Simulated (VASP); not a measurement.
# Cd (Fm-3m) in VASP: a series of runs

Runs on Cd. Level: PBE. Tasks: single point.

Everything below comes from runs of VASP 6.6.1. Logs are shortened: lines on timing, memory, paths and dates and some standing lists are left out, and cuts for length are marked.

## (1) The cell of the first run

Symmetry: Fm-3m, No. 225, cubic system. The conventional cell has a = 4.320 Å, b = 4.320 Å, c = 4.320 Å, α = 90.00°, β = 90.00°, γ = 90.00°. Cd (site symmetry m-3m) has 12 Cd at 3.05 Å within 4.0 Å.

## (2) Single point, PBE (volume scaled by 0.88)

File INCAR:

```
SYSTEM = Cd
ALGO = Fast
EDIFF = 1E-6
ENCUT = 520
GGA = PE
ISIF = 2
ISMEAR = 0
LASPH = .TRUE.
LCHARG = .TRUE.
LELF = .TRUE.
LREAL = .FALSE.
LVHAR = .TRUE.
LWAVE = .FALSE.
NBANDS = 12
NELM = 100
PREC = Accurate
SIGMA = 0.1
```

File KPOINTS:

```
k-points
0
G
  16 16 16
  0 0 0
```

File POSCAR:

```
Cd
1.0
    0.0000000000      2.1601193479      2.1601193479
    2.1601193479      0.0000000000      2.1601193479
    2.1601193479      2.1601193479      0.0000000000
Cd
1
Direct
    0.0000000000      0.0000000000      0.0000000000
```

Potentials or basis: VASP PAW PBE potentials, release 64 (Cd).

Launch:

```sh
$ cat potpaw_PBE.64/Cd/POTCAR > POTCAR
$ mpirun -np 1 vasp_std > vasp.out
```

OUTCAR:

```text
SYSTEM = Cd
   EDIFF = 1E-6
   ENCUT = 520
   GGA = PE
   ISIF = 2
   ISMEAR = 0
   LASPH = .TRUE.
   LREAL = .FALSE.
   NELM = 100
   PREC = Accurate

 ion  position               nearest neighbor table
   1  0.000  0.000  0.000-

  LATTYP: Found a face centered cubic cell.
 ALAT       =     4.3202386958

  Lattice vectors:

 A1 = (   0.0000000000,   2.1601193479,   2.1601193479)
 A2 = (   2.1601193479,   0.0000000000,   2.1601193479)
 A3 = (   2.1601193479,   2.1601193479,   0.0000000000)

Analysis of symmetry for initial positions (statically):
=====================================================================
 Subroutine PRICEL returns:
 Original cell was already a primitive cell.

 Routine SETGRP: Setting up the symmetry group for a
 face centered cubic supercell.

 Subroutine GETGRP returns: Found 48 space group operations
 (whereof 48 operations were pure point group operations)
 out of a pool of 48 trial point group operations.

The static configuration has the point symmetry O_h .

Analysis of symmetry for dynamics (positions and initial velocities):
=====================================================================
 Subroutine PRICEL returns:
 Original cell was already a primitive cell.

 Routine SETGRP: Setting up the symmetry group for a
 face centered cubic supercell.

 Subroutine GETGRP returns: Found 48 space group operations
 (whereof 48 operations were pure point group operations)
 out of a pool of 48 trial point group operations.

The dynamic configuration has the point symmetry O_h .

 Subroutine INISYM returns: Found 48 space group operations
 (whereof 48 operations are pure point group operations),
 and found     1 'primitive' translations

----------------------------------------------------------------------------------------

                                     Primitive cell

  volume of cell :      20.1587

  direct lattice vectors                    reciprocal lattice vectors
     0.000000000  2.160119348  2.160119348    -0.231468692  0.231468692  0.231468692
     2.160119348  0.000000000  2.160119348     0.231468692 -0.231468692  0.231468692
     2.160119348  2.160119348  0.000000000     0.231468692  0.231468692 -0.231468692

  length of vectors
     3.054870078  3.054870078  3.054870078     0.400915535  0.400915535  0.400915535

  position of ions in fractional coordinates (direct lattice)
     0.000000000  0.000000000  0.000000000

  ion indices of the primitive-cell ions
   primitive index   ion index
                 1           1

----------------------------------------------------------------------------------------

 KPOINTS: k-points

Automatic generation of k-mesh.
 Grid dimensions read from file:
 generate k-points for:   16   16   16

 Generating k-lattice:

  Cartesian coordinates                     Fractional coordinates (reciprocal lattice)
    -0.014466793  0.014466793  0.014466793     0.062500000  0.000000000  0.000000000
     0.014466793 -0.014466793  0.014466793     0.000000000  0.062500000  0.000000000
     0.014466793  0.014466793 -0.014466793     0.000000000  0.000000000  0.062500000

  Length of vectors
     0.025057221  0.025057221  0.025057221

  Shift w.r.t. Gamma in fractional coordinates (k-lattice)
     0.000000000  0.000000000  0.000000000

 Subroutine IBZKPT returns following result:
 ===========================================

 Found    145 irreducible k-points:

 Following reciprocal coordinates:
            Coordinates               Weight
  0.000000  0.000000  0.000000      1.000000
  0.062500  0.000000  0.000000      8.000000
  0.125000  0.000000  0.000000      8.000000
  0.187500  0.000000  0.000000      8.000000
  0.250000  0.000000  0.000000      8.000000
  0.312500  0.000000  0.000000      8.000000
[... 16 lines left out ...]
 -0.125000  0.062500  0.000000     24.000000
 -0.062500  0.062500  0.000000     12.000000
 [... further k-points ...]
   k-points           NKPTS =    145   k-points in BZ     NKDIM =    145   number of bands    NBANDS=     12
   number of dos      NEDOS =    301   number of ions     NIONS =      1
   total plane-waves  NPLWV =  13824
   dimension x,y,z NGX =    24 NGY =   24 NGZ =   24
   dimension x,y,z NGXF=    48 NGYF=   48 NGZF=   48
   ions per type =               1
   NGX,Y,Z   is equivalent  to a cutoff of  13.06, 13.06, 13.06 a.u.
   NGXF,Y,Z  is equivalent  to a cutoff of  26.12, 26.12, 26.12 a.u.
 SYSTEM =  Cd
   PREC   = accura    normal or accurate (medium, high low for compatibility)
   ISTART =      0    job   : 0-new  1-cont  2-samecut
   ICHARG =      2    charge: 1-file 2-atom 10-const
   ISPIN  =      1    spin polarized calculation?
   LNONCOLLINEAR =      F non collinear calculations
   LSORBIT =      F    spin-orbit coupling
   LASPH  =      T    aspherical Exc in radial PAW
   ENCUT  =  520.0 eV  38.22 Ry    6.18 a.u.   5.68  5.68  5.68*2*pi/ulx,y,z
   NELM   =    100;   NELMIN=  2; NELMDL= -5     # of ELM steps
   EDIFF  = 0.1E-05   stopping-criterion for ELM
   LREAL  =      F    real-space projection
   EDIFFG = 0.1E-04   stopping-criterion for IOM
   NSW    =      0    number of steps for IOM
   IBRION =     -1    ionic relax: 0-MD 1-quasi-New 2-CG
   NFREE  =      0    steps in history (QN), initial steepest desc. (CG)
   ISIF   =      2    stress and relaxation
   ISYM   =      2    0-nonsym 1-usesym 2-fastsym
   POTIM  = 0.5000    time-step for ionic-motion
   TEBEG  =    0.0;   TEEND  =   0.0 temperature during run
   PSTRESS=    0.0 pullay stress
   NELECT =      12.0000    total number of electrons
   NUPDOWN=      -1.0000    fix difference up-down
   EMIN   =  10.00;   EMAX   =-10.00  energy-range for DOS
   EFERMI =   0.00;   METHOD = LEGACY
   ISMEAR =     0;   SIGMA  =   0.10  broadening in eV -4-tet -1-fermi 0-gaus
   EFERMI_NEDOS =   21; number of points for ismear=-14 and -15
   IALGO  =     68    algorithm
   IMIX   =      4    mixing-type and parameters
     AMIX     =   0.40;   BMIX     =  1.00
     AMIX_MAG =   1.60;   BMIX_MAG =  1.00
  volume/ion in A,a.u.               =      20.16       136.04
  Fermi-wavevector in a.u.,A,eV,Ry     =   1.377149  2.602434 25.803973  1.896539
  Thomas-Fermi vector in A             =   2.502328
   LORBIT       =      0    0 simple, 1 ext, 2 COOP (PROOUT), +10 PAW based schemes
   GGA     = PE    functional components
   LHFCALC =     F    Hartree Fock is set to
   AEXX    =    0.0000 exact exchange contribution
   IVDW    =     0    specifies the selected vdW correction
   LEPSILON=     F    determine dielectric tensor
   LRPA    =     F    only Hartree local field effects (RPA)
 non-spin polarized calculation
 RMM-DIIS sequential band-by-band and
 Gauss-broadening in eV      SIGMA  =   0.10
  energy-cutoff  :      520.00
  volume of cell :       20.16
 maximum number of plane-waves:       560
   NGX = 11   NGY = 11   NGZ = 11

 number of electron      11.9999996 magnetization

 Free energy of the ion-electron system (eV)
  ---------------------------------------------------
  ext. energy  EPLUGINS =         0.00000000
  ---------------------------------------------------
  free energy    TOTEN  =        -0.67578357 eV

  energy without entropy =       -0.67280317  energy(sigma->0) =       -0.67429337

 E-fermi :   3.4848     XC(G=0): -11.4147

 val. band max:        3.4245845204   @ k =  -0.3750   0.2500   0.0625
 cond. band min:       3.4967018500   @ k =  -0.3750   0.3125   0.0625
 fundamental gap:      0.0721173296
 Fermi energy:         3.4848327648

 k-point     1 :       0.0000    0.0000    0.0000
  band No.  band energies     occupation
      1      -5.9609      2.00000
      2      -5.9311      2.00000
      3      -5.9311      2.00000
      4      -5.9311      2.00000
      5      -5.3930      2.00000
      6      -5.3930      2.00000
      7      17.6161      0.00000
      8      19.1909      0.00000
      9      19.1909      0.00000
     10      19.1909      0.00000
     11      22.7168      0.00000
     12      22.7168      0.00000

 k-point     2 :       0.0625    0.0000    0.0000
  band No.  band energies     occupation
      1      -5.9596      2.00000
      2      -5.9118      2.00000
      3      -5.9118      2.00000
      4      -5.8368      2.00000
      5      -5.3980      2.00000
      6      -5.3980      2.00000
      7      17.1610      0.00000
      8      18.2259      0.00000
      9      19.0345      0.00000
     10      19.0345      0.00000
     11      22.9813      0.00000
     12      23.0304      0.00000

 k-point     3 :       0.1250    0.0000    0.0000
  band No.  band energies     occupation
      1      -6.0294      2.00000
      2      -5.8639      2.00000
      3      -5.8639      2.00000
      4      -5.4771      2.00000
      5      -5.4041      2.00000
      6      -5.4041      2.00000
      7      15.0045      0.00000
      8      17.9818      0.00000
      9      18.6669      0.00000
     10      18.6669      0.00000
     11      22.7676      0.00000
     12      23.5531      0.00000

 k-point     4 :       0.1875    0.0000    0.0000
  band No.  band energies     occupation
      1      -6.1327      2.00000
      2      -5.8199      2.00000
      3      -5.8199      2.00000
      4      -5.3829      2.00000
      5      -5.3829      2.00000
      6      -4.8801      2.00000
      7      12.5178      0.00000
      8      17.8909      0.00000
      9      18.2290      0.00000
     10      18.2290      0.00000
     11      22.4398      0.00000
     12      23.3742      0.00000

 k-point     5 :       0.2500    0.0000    0.0000
  band No.  band energies     occupation
      1      -6.2519      2.00000
      2      -5.8154      2.00000
      3      -5.8154      2.00000
      4      -5.3059      2.00000
      5      -5.3059      2.00000
      6      -4.0518      2.00000
      7      10.0700      0.00000
      8      17.6607      0.00000
      9      17.7900      0.00000
     10      17.7900      0.00000
     11      22.3653      0.00000
     12      22.4703      0.00000
[... 228 lines left out ...]
      1      -6.2595      2.00000
      2      -5.8310      2.00000
      3      -5.7968      2.00000
      4      -5.3520      2.00000
      5      -5.2642      2.00000
      6      -3.5891      2.00000
      7       9.3573      0.00000
      8      15.3842      0.00000
      9      18.2088      0.00000
     10      18.8888      0.00000
     11      21.3214      0.00000
     12      21.3964      0.00000

 k-point    22 :      -0.1875    0.0625    0.0000
  band No.  band energies     occupation
      1      -6.1418      2.00000
      2      -5.8242      2.00000
      3      -5.7883      2.00000
      4      -5.4424      2.00000
      5      -5.3655      2.00000
      6      -4.4820      2.00000
      7      11.7725      0.00000
      8      15.7118      0.00000
      9      18.7000      0.00000
     10      19.5143      0.00000
     11      21.3443      0.00000
     12      22.0977      0.00000

 k-point    23 :      -0.1250    0.0625    0.0000
  band No.  band energies     occupation
      1      -6.0349      2.00000
      2      -5.8618      2.00000
      3      -5.8315      2.00000
      4      -5.4567      2.00000
      5      -5.4428      2.00000
      6      -5.1238      2.00000
      7      14.2605      0.00000
      8      16.1561      0.00000
      9      18.8133      0.00000
     10      19.7830      0.00000
     11      21.7318      0.00000
     12      23.0477      0.00000

 k-point    24 :      -0.0625    0.0625    0.0000
  band No.  band energies     occupation
      1      -5.9654      2.00000
      2      -5.9092      2.00000
      3      -5.8863      2.00000
      4      -5.6528      2.00000
      5      -5.4289      2.00000
      6      -5.3662      2.00000
      7      16.5124      0.00000
      8      16.8781      0.00000
      9      18.6602      0.00000
     10      19.6078      0.00000
     11      22.4486      0.00000
     12      22.8132      0.00000

 [... further k-points ...]
[... 5 lines left out ...]
  --------------------------------------------------------------------------------------
  -------------------------------------------------------------------------------------
  Total        1.0108450      1.0108450      1.0108450      0.0000000     -0.0000000      0.0000000
  in kB       80.3400153     80.3400153     80.3400153      0.0000000     -0.0000000      0.0000000
  external PRESSURE =      80.3400153 kB  Pullay stress =       0.0000000 kB

 VOLUME and BASIS-vectors are now :
 -----------------------------------------------------------------------------
  energy-cutoff  :      520.00
  volume of cell :       20.16
      direct lattice vectors                 reciprocal lattice vectors
     0.000000000  2.160119348  2.160119348    -0.231468692  0.231468692  0.231468692
     2.160119348  0.000000000  2.160119348     0.231468692 -0.231468692  0.231468692
     2.160119348  2.160119348  0.000000000     0.231468692  0.231468692 -0.231468692

 POSITION                                       TOTAL-FORCE (eV/Angst)
 -----------------------------------------------------------------------------------
      0.00000      0.00000      0.00000         0.000000     -0.000000      0.000000
 -----------------------------------------------------------------------------------
    total drift:                                0.000000      0.000000     -0.000000

  FREE ENERGIE OF THE ION-ELECTRON SYSTEM (eV)
  ---------------------------------------------------
  free  energy   TOTEN  =        -0.6757835700 eV

  energy  without entropy=       -0.6728031732  energy(sigma->0) =       -0.67429337
```

Run time: 30 s. Hardware: 1 thread of Intel Xeon Platinum 8488C (Sapphire Rapids), shared host; peak memory 0.16 GiB.

Results:

```
Free energy            : -0.6758 eV
Pressure               : 8.0 GPa
Band gap on the k mesh : zero (band 6 reaches 5.57 eV, above the bottom of band 7 at 2.26 eV)
```

(Continued in part 2 of 2.)
